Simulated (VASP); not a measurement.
# Li (I4/mmm) in VASP: notebook, part 2 of 2

VASP 6.6.1. Earlier steps stand in the parts before.

## Step 4: Single point, PBE (strain +0.0050 x Voigt [1, 0, 0, 0, 0, 0])

The input, INCAR:

```
SYSTEM = Li
PREC = Accurate
ENCUT = 520
EDIFF = 1E-6
ISMEAR = 0
SIGMA = 0.15
LREAL = .False.
LASPH = .True.
NELM = 60
ALGO = Normal
ISIF = 2
LWAVE = .False.
LCHARG = .True.
GGA = PE
LELF = .True.
LVHAR = .True.
NBANDS = 8
```

The input, KPOINTS:

```
Automatic mesh
0
Gamma
  20 20 20
  0 0 0
```

The input, POSCAR:

```
Li
1.0
   -1.7587500000      1.7500000000      1.7500000000
    1.7587500000     -1.7500000000      1.7500000000
    1.7587500000      1.7500000000     -1.7500000000
Li
1
Direct
    0.0000000000      0.0000000000      0.0000000000
```

Potentials or basis: VASP PAW PBE potentials, release 64 (Li_sv).

Started as:

```sh
> cat potpaw_PBE.64/Li_sv/POTCAR > POTCAR
> mpirun -np 1 vasp_std > vasp.out
```

OUTCAR:

```text
SYSTEM = Li
   PREC = Accurate
   ENCUT = 520
   EDIFF = 1E-6
   ISMEAR = 0
   LREAL = .False.
   LASPH = .True.
   NELM = 60
   ISIF = 2
   GGA = PE

 ion  position               nearest neighbor table
   1  0.000  0.000  0.000-

  LATTYP: Found a body centered tetragonal cell.
 ALAT       =     3.5000000000
 C/A-ratio  =     1.0050000000

  Lattice vectors:

 A1 = (  -1.7587500000,   1.7500000000,  -1.7500000000)
 A2 = (  -1.7587500000,  -1.7500000000,   1.7500000000)
 A3 = (   1.7587500000,   1.7500000000,   1.7500000000)

Analysis of symmetry for initial positions (statically):
=====================================================================
 Subroutine PRICEL returns:
 Original cell was already a primitive cell.

 Routine SETGRP: Setting up the symmetry group for a
 body centered tetragonal supercell.

 Subroutine GETGRP returns: Found 16 space group operations
 (whereof 16 operations were pure point group operations)
 out of a pool of 16 trial point group operations.

The static configuration has the point symmetry D_4h.

Analysis of symmetry for dynamics (positions and initial velocities):
=====================================================================
 Subroutine PRICEL returns:
 Original cell was already a primitive cell.

 Routine SETGRP: Setting up the symmetry group for a
 body centered tetragonal supercell.

 Subroutine GETGRP returns: Found 16 space group operations
 (whereof 16 operations were pure point group operations)
 out of a pool of 16 trial point group operations.

The dynamic configuration has the point symmetry D_4h.

 Subroutine INISYM returns: Found 16 space group operations
 (whereof 16 operations are pure point group operations),
 and found     1 'primitive' translations

----------------------------------------------------------------------------------------

                                     Primitive cell

  volume of cell :      21.5447

  direct lattice vectors                    reciprocal lattice vectors
    -1.758750000  1.750000000  1.750000000     0.000000000  0.285714286  0.285714286
     1.758750000 -1.750000000  1.750000000     0.284292822  0.000000000  0.285714286
     1.758750000  1.750000000 -1.750000000     0.284292822  0.285714286  0.000000000

  length of vectors
     3.036149134  3.036149134  3.036149134     0.404061018  0.403057144  0.403057144

  position of ions in fractional coordinates (direct lattice)
     0.000000000  0.000000000  0.000000000

  ion indices of the primitive-cell ions
   primitive index   ion index
                 1           1

----------------------------------------------------------------------------------------

 KPOINTS: Automatic mesh

Automatic generation of k-mesh.
 Grid dimensions read from file:
 generate k-points for:   20   20   20

 Generating k-lattice:

  Cartesian coordinates                     Fractional coordinates (reciprocal lattice)
     0.000000000  0.014285714  0.014285714     0.050000000  0.000000000  0.000000000
     0.014214641  0.000000000  0.014285714     0.000000000  0.050000000 -0.000000000
     0.014214641  0.014285714  0.000000000     0.000000000 -0.000000000  0.050000000

  Length of vectors
     0.020203051  0.020152857  0.020152857

  Shift w.r.t. Gamma in fractional coordinates (k-lattice)
     0.000000000  0.000000000  0.000000000

 Subroutine IBZKPT returns following result:
 ===========================================

 Found    641 irreducible k-points:

 Following reciprocal coordinates:
            Coordinates               Weight
  0.000000  0.000000  0.000000      1.000000
  0.050000  0.000000  0.000000      4.000000
  0.100000  0.000000  0.000000      4.000000
  0.150000  0.000000  0.000000      4.000000
  0.200000  0.000000  0.000000      4.000000
  0.250000  0.000000  0.000000      4.000000
[... 16 lines left out ...]
  0.050000  0.100000  0.000000     16.000000
  0.100000  0.100000  0.000000     16.000000
 [... further k-points ...]
   k-points           NKPTS =    641   k-points in BZ     NKDIM =    641   number of bands    NBANDS=      8
   number of dos      NEDOS =    301   number of ions     NIONS =      1
   total plane-waves  NPLWV =  13824
   dimension x,y,z NGX =    24 NGY =   24 NGZ =   24
   dimension x,y,z NGXF=    48 NGYF=   48 NGZF=   48
   ions per type =               1
   NGX,Y,Z   is equivalent  to a cutoff of  13.14, 13.14, 13.14 a.u.
   NGXF,Y,Z  is equivalent  to a cutoff of  26.28, 26.28, 26.28 a.u.
 SYSTEM =  Li
   PREC   = accura    normal or accurate (medium, high low for compatibility)
   ISTART =      0    job   : 0-new  1-cont  2-samecut
   ICHARG =      2    charge: 1-file 2-atom 10-const
   ISPIN  =      1    spin polarized calculation?
   LNONCOLLINEAR =      F non collinear calculations
   LSORBIT =      F    spin-orbit coupling
   LASPH  =      T    aspherical Exc in radial PAW
   ENCUT  =  520.0 eV  38.22 Ry    6.18 a.u.   5.65  5.65  5.65*2*pi/ulx,y,z
   NELM   =     60;   NELMIN=  2; NELMDL= -5     # of ELM steps
   EDIFF  = 0.1E-05   stopping-criterion for ELM
   LREAL  =      F    real-space projection
   EDIFFG = 0.1E-04   stopping-criterion for IOM
   NSW    =      0    number of steps for IOM
   IBRION =     -1    ionic relax: 0-MD 1-quasi-New 2-CG
   NFREE  =      0    steps in history (QN), initial steepest desc. (CG)
   ISIF   =      2    stress and relaxation
   ISYM   =      2    0-nonsym 1-usesym 2-fastsym
   POTIM  = 0.5000    time-step for ionic-motion
   TEBEG  =    0.0;   TEEND  =   0.0 temperature during run
   PSTRESS=    0.0 pullay stress
   NELECT =       3.0000    total number of electrons
   NUPDOWN=      -1.0000    fix difference up-down
   EMIN   =  10.00;   EMAX   =-10.00  energy-range for DOS
   EFERMI =   0.00;   METHOD = LEGACY
   ISMEAR =     0;   SIGMA  =   0.15  broadening in eV -4-tet -1-fermi 0-gaus
   EFERMI_NEDOS =   21; number of points for ismear=-14 and -15
   IALGO  =     38    algorithm
   IMIX   =      4    mixing-type and parameters
     AMIX     =   0.40;   BMIX     =  1.00
     AMIX_MAG =   1.60;   BMIX_MAG =  1.00
  volume/ion in A,a.u.               =      21.54       145.39
  Fermi-wavevector in a.u.,A,eV,Ry     =   0.848533  1.603494  9.796297  0.720008
  Thomas-Fermi vector in A             =   1.964211
   LORBIT       =      0    0 simple, 1 ext, 2 COOP (PROOUT), +10 PAW based schemes
   GGA     = PE    functional components
   LHFCALC =     F    Hartree Fock is set to
   AEXX    =    0.0000 exact exchange contribution
   IVDW    =     0    specifies the selected vdW correction
   LEPSILON=     F    determine dielectric tensor
   LRPA    =     F    only Hartree local field effects (RPA)
 non-spin polarized calculation
 Gauss-broadening in eV      SIGMA  =   0.15
  energy-cutoff  :      520.00
  volume of cell :       21.54
 maximum number of plane-waves:       603
   NGX = 11   NGY = 11   NGZ = 11

 number of electron       2.9999991 magnetization

 Free energy of the ion-electron system (eV)
  ---------------------------------------------------
  ext. energy  EPLUGINS =         0.00000000
  ---------------------------------------------------
  free energy    TOTEN  =        -1.90456350 eV

  energy without entropy =       -1.89912100  energy(sigma->0) =       -1.90184225

 E-fermi :   0.4681     XC(G=0):  -6.8974

 val. band max:        0.4577330195   @ k =   0.3000   0.2000  -0.0000
 cond. band min:       0.4770365610   @ k =   0.3500  -0.3500   0.2500
 fundamental gap:      0.0193035415
 Fermi energy:         0.4681272310

 k-point     1 :       0.0000    0.0000    0.0000
  band No.  band energies     occupation
      1     -46.1738      2.00000
      2      -3.0205      2.00000
      3      14.4219      0.00000
      4      14.4474      0.00000
      5      14.4474      0.00000
      6      19.0492      0.00000
      7      19.0493      0.00000
      8      19.1649      0.00000
[... 243 lines left out ...]
 k-point    24 :       0.1000    0.1000    0.0000
  band No.  band energies     occupation
      1     -46.1697      2.00000
      2      -2.4637      2.00000
      3      11.7802      0.00000
      4      11.9761      0.00000
      5      13.1950      0.00000
      6      16.6516      0.00000
      7      16.9263      0.00000
      8      19.0052      0.00000

 [... further k-points ...]

------------------------ aborting loop because EDIFF is reached ----------------------------------------

  FORCE on cell =-STRESS in cart. coord.  units (eV):
  Direction    XX          YY          ZZ          XY          YZ          ZX
  --------------------------------------------------------------------------------------
  -------------------------------------------------------------------------------------
  Total       -0.1108804     -0.1116418     -0.1116418      0.0000000      0.0000000      0.0000000
  in kB       -8.2456566     -8.3022793     -8.3022793      0.0000000      0.0000000      0.0000000
  external PRESSURE =      -8.2834051 kB  Pullay stress =       0.0000000 kB

 VOLUME and BASIS-vectors are now :
 -----------------------------------------------------------------------------
  energy-cutoff  :      520.00
  volume of cell :       21.54
      direct lattice vectors                 reciprocal lattice vectors
    -1.758750000  1.750000000  1.750000000     0.000000000  0.285714286  0.285714286
     1.758750000 -1.750000000  1.750000000     0.284292822  0.000000000  0.285714286
     1.758750000  1.750000000 -1.750000000     0.284292822  0.285714286  0.000000000

 POSITION                                       TOTAL-FORCE (eV/Angst)
 -----------------------------------------------------------------------------------
      0.00000      0.00000      0.00000         0.000000      0.000000      0.000000
 -----------------------------------------------------------------------------------
    total drift:                               -0.000000      0.000000     -0.000000

  FREE ENERGIE OF THE ION-ELECTRON SYSTEM (eV)
  ---------------------------------------------------
  free  energy   TOTEN  =        -1.9045635002 eV

  energy  without entropy=       -1.8991210027  energy(sigma->0) =       -1.90184225
```

OSZICAR:

```text
N       E                     dE             d eps       ncg     rms          rms(c)
DAV:   1    -0.921126102586E-01   -0.92113E-01   -0.71134E+02 10344   0.258E+02
DAV:   2    -0.188088294376E+01   -0.17888E+01   -0.17384E+01 15008   0.349E+01
DAV:   3    -0.190589371330E+01   -0.25011E-01   -0.24999E-01 11344   0.319E+00
DAV:   4    -0.190629350995E+01   -0.39980E-03   -0.39979E-03 15400   0.340E-01
DAV:   5    -0.190629525873E+01   -0.17488E-05   -0.17488E-05 11920   0.158E-02    0.248E-01
DAV:   6    -0.190514068096E+01    0.11546E-02   -0.27662E-04 16600   0.693E-02    0.141E-01
DAV:   7    -0.190456396476E+01    0.57672E-03   -0.64522E-04 16376   0.101E-01    0.268E-02
DAV:   8    -0.190456350024E+01    0.46452E-06   -0.71981E-06 11856   0.187E-02
   1 F= -.19045635E+01 E0= -.19018423E+01  d E =-.544250E-02
```

Run time: 58 s. Hardware: 1 thread of Intel Xeon Platinum 8175M at 2.50GHz (Skylake/Cascade Lake), shared host; peak memory 0.2 GiB.

What came out:

| Property | Result |
| --- | --- |
| Free energy | -1.9046 eV |
| Band gap on the k mesh | zero (an odd number of electrons rules out a gap without spin polarisation) |

Levels at points of the mesh, in eV from the Fermi level:
```csv
k point,band 1,band 2,band 3,band 4,band 5,band 6
"(0.00, 0.00, 0.00)",-46.64,-3.49,13.95,13.98,13.98,18.58
"(0.50, 0.00, 0.00)",-46.63,0.26,3.07,9.88,11.29,13.05
"(0.00, 0.50, 0.00)",-46.63,0.24,3.04,9.95,11.38,13.15
"(0.50, 0.50, 0.50)",-46.62,5.23,5.33,5.33,7.47,7.53
```

Caveat: the cell differs from its parent crystal (strain +0.0050 x Voigt [1, 0, 0, 0, 0, 0]); the cutoff is under 1.25 times the usual one of these potentials, so pressure, stress and relaxed cells hold a basis-set (Pulay) error.

## Step 5: Single point, PBE (strain +0.0100 x Voigt [1, 0, 0, 0, 0, 0])

The input, INCAR:

```
SYSTEM = Li
  ALGO = Normal
  EDIFF = 1E-6
  ENCUT = 520
  GGA = PE
  ISIF = 2
  ISMEAR = 0
  LASPH = .TRUE.
  LCHARG = .FALSE.
  LREAL = .FALSE.
  LWAVE = .FALSE.
  NBANDS = 8
  NELM = 100
  PREC = Accurate
  SIGMA = 0.15
```

The input, KPOINTS:

```
k-points
0
G
  20 20 20
  0 0 0
```

The input, POSCAR:

```
Li
1.0
   -1.7675000000      1.7500000000      1.7500000000
    1.7675000000     -1.7500000000      1.7500000000
    1.7675000000      1.7500000000     -1.7500000000
Li
1
Direct
    0.0000000000      0.0000000000      0.0000000000
```

Started as:

```sh
> cat potpaw_PBE.64/Li_sv/POTCAR > POTCAR
> mpirun -np 1 vasp_std > vasp.out
```

Run time: 47 s. Hardware: 1 thread of Intel Xeon Platinum 8175M at 2.50GHz (Skylake/Cascade Lake), shared host; peak memory 0.2 GiB.

The run converged. Its results:

| Item | Value |
| --- | --- |
| Free energy | -1.9041 eV |
| Band gap on the k mesh | zero (an odd number of electrons rules out a gap without spin polarisation) |

Levels at points of the mesh, in eV from the Fermi level:
```csv
k point,band 1,band 2,band 3,band 4,band 5
"(0.00, 0.00, 0.00)",-46.65,-3.48,13.89,13.94,13.94
"(0.50, 0.00, 0.00)",-46.64,0.28,3.08,9.80,11.20
"(0.00, 0.50, 0.00)",-46.64,0.24,3.02,9.93,11.37
"(0.50, 0.50, 0.50)",-46.63,5.14,5.35,5.35,7.41
```

Caveat: the cell differs from its parent crystal (strain +0.0100 x Voigt [1, 0, 0, 0, 0, 0]); the cutoff is under 1.25 times the usual one of these potentials, so pressure, stress and relaxed cells hold a basis-set (Pulay) error.

## Step 6: Single point, PBE (strain +0.0150 x Voigt [1, 0, 0, 0, 0, 0])

The input, INCAR:

```
SYSTEM = Li
PREC = Accurate
ENCUT = 520
EDIFF = 1E-7
ISMEAR = 0
SIGMA = 0.15
LREAL = .False.
LASPH = .True.
NELM = 100
ALGO = Fast
ISIF = 2
LWAVE = .False.
LCHARG = .False.
GGA = PE
NBANDS = 8
```

The input, KPOINTS:

```
regular mesh
0
Gamma
  20 20 20
  0 0 0
```

The input, POSCAR:

```
Li
1.0
   -1.7762500000      1.7500000000      1.7500000000
    1.7762500000     -1.7500000000      1.7500000000
    1.7762500000      1.7500000000     -1.7500000000
Li
1
Direct
    0.0000000000      0.0000000000      0.0000000000
```

Potentials or basis: VASP PAW PBE potentials, release 64 (Li_sv).

Started as:

```sh
> cat potpaw_PBE.64/Li_sv/POTCAR > POTCAR
> mpirun -np 1 vasp_std > vasp.out
```

Wall time 1.7 min (1 thread of Intel Xeon Platinum 8175M at 2.50GHz (Skylake/Cascade Lake), shared host); peak memory 0.2 GiB.

Results (log left out):

```yaml
Free_energy: -1.9035 eV
Band_gap_on_the_k_mesh: zero (an odd number of electrons rules out a gap without spin polarisation)
```

Levels at points of the mesh, in eV from the Fermi level:
```
           k point  band 1  band 2  band 3  band 4  band 5
(0.00, 0.00, 0.00)  -46.66   -3.47   13.82   13.89   13.89
(0.50, 0.00, 0.00)  -46.65    0.30    3.08    9.73   11.10
(0.00, 0.50, 0.00)  -46.65    0.23    2.99    9.92   11.37
(0.50, 0.50, 0.50)  -46.64    5.06    5.37    5.37    7.35
```

Caveat: the cell differs from its parent crystal (strain +0.0150 x Voigt [1, 0, 0, 0, 0, 0]); the cutoff is under 1.25 times the usual one of these potentials, so pressure, stress and relaxed cells hold a basis-set (Pulay) error.

## Step 7: Summary

| cell | gap on the mesh (eV) |
| --- | --- |
| a = 3.021 Å, angles 110.0, 109.2, 109.2°, 1 atom | none |
| a = 3.026 Å, angles 109.7, 109.3, 109.3°, 1 atom | none |
| a = 3.036 Å, angles 109.2, 109.6, 109.6°, 1 atom | none |
| a = 3.041 Å, angles 108.9, 109.7, 109.7°, 1 atom | none |
| a = 3.046 Å, angles 108.7, 109.9, 109.9°, 1 atom | none |

Alike in all rows: task single point; level PBE; potentials or basis VASP PAW PBE potentials, release 64 (Li_sv); no spin polarisation; k mesh 20 × 20 × 20; cutoff (eV) 520; smearing gaussian 0.15 eV.

Caveats: the cutoff is under 1.25 times the usual one of these potentials, so pressure, stress and relaxed cells hold a basis-set (Pulay) error.

Total energies depend on the potentials used, so only differences within one code and one set of settings carry meaning.
